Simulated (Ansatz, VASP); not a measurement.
## Al: VASP beside Ansatz

The input INCAR:

```
SYSTEM = Al
PREC = Accurate ; ENCUT = 520
EDIFF = 1E-6 ; ISMEAR = 0
SIGMA = 0.15 ; LREAL = .False.
LASPH = .True. ; NELM = 80
ALGO = Normal ; ISIF = 2
LWAVE = .False. ; LCHARG = .True.
GGA = PE ; IVDW = 12
LELF = .True. ; LVHAR = .True.
NBANDS = 8
```

The input KPOINTS:

```
Automatic mesh
0
Gamma
  22 22 22
  0 0 0
```

The input POSCAR:

```
Al
1.0
    0.0000000000      2.0257909830      2.0257909830
    2.0257909830      0.0000000000      2.0257909830
    2.0257909830      2.0257909830      0.0000000000
Al
1
Direct
    0.0000000000      0.0000000000      0.0000000000
```

Input for Ansatz:

```yaml
crystal:
  lattice:
    - [0.0, 2.025790983, 2.025790983]
    - [2.025790983, 0.0, 2.025790983]
    - [2.025790983, 2.025790983, 0.0]
  atoms:
    - { symbol: Al, position: [0.0, 0.0, 0.0] }
basis:
  ecutwfc: 420
kpoints:
  mp_grid: { grid: [22, 22, 22] }
hamiltonian:
  xc: pbe
  pseudopotentials: { kind: paw, azcp: { folder: soft_1 } }
  dispersion: d3bj
scf:
  occupations: { method: gaussian, width: 0.15 }
output:
  forces: true
  stress: true
  eigenvalues: true
```

Alike in both runs: task single point; functional PBE; dispersion D3(BJ); k mesh 22 × 22 × 22; occupations gaussian, width 0.15 eV; no spin polarisation.

```csv
,VASP,Ansatz
version,VASP 6.6.1,Ansatz 0.2.0
potentials or method,"VASP PAW PBE potentials, release 64 (Al), cutoff 520 eV","scalar-relativistic, plane waves, PAW"
valence electrons in the cell,3,3
```

|  | VASP | Ansatz | Ansatz less VASP |
| --- | --- | --- | --- |
| gap on the k mesh at the Fermi level (eV) | none | none | - |
| pressure (GPa) | -4.0 | -4.0 | +0.01 |

A gap of «none» marks a metal or a gap that the smearing closes.
